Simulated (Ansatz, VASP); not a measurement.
One calculation of AgRh4, two programs

```
CELL_PARAMETERS angstrom
4.55168 0.00000 0.00000
0.00000 4.55168 0.00000
0.00000 0.00000 4.55168
ATOMIC_POSITIONS crystal
Ag 0.00000 0.00000 0.00000
Rh 0.30643 0.69357 0.69357
Rh 0.69357 0.30643 0.69357
Rh 0.69357 0.69357 0.30643
Rh 0.30643 0.30643 0.30643
```

Change from the starting cell: species swapped into the SnI4 type (P-43m, No. 215).

Alike in both runs: functional PBE; k mesh 4 × 4 × 4; occupations gaussian, width 0.1 eV; no spin polarisation.

Ansatz relaxed the structure, and its values are those at the end. VASP's run is a single point on that final structure, the one shown.

|  | VASP | Ansatz |
| --- | --- | --- |
| version | VASP 6.6.1 | Ansatz 0.2.0 |
| potentials or method | VASP PAW PBE potentials, release 64 (Ag, Rh_pv), cutoff 520 eV | scalar-relativistic, plane waves, PAW |
| valence electrons in the cell | 71 | 87 |

Ansatz gave:

```
gap on the k mesh at the Fermi level (eV) : none
pressure (GPa)                            : 0.0
rms of the force components (eV/Å)        : 0.008
```

Problem. Estimate VASP's values.

Solution. gap on the k mesh at the Fermi level (eV): none; pressure (GPa): 0.0; rms of the force components (eV/Å): 0.006.

A gap of «none» marks a metal or a gap that the smearing closes. The functional is the same, so the differences come from potentials, cutoffs and numerics. VASP's potentials hold 71 valence electrons a cell and Ansatz's 87, so a difference there can come from the potentials and not from the codes.
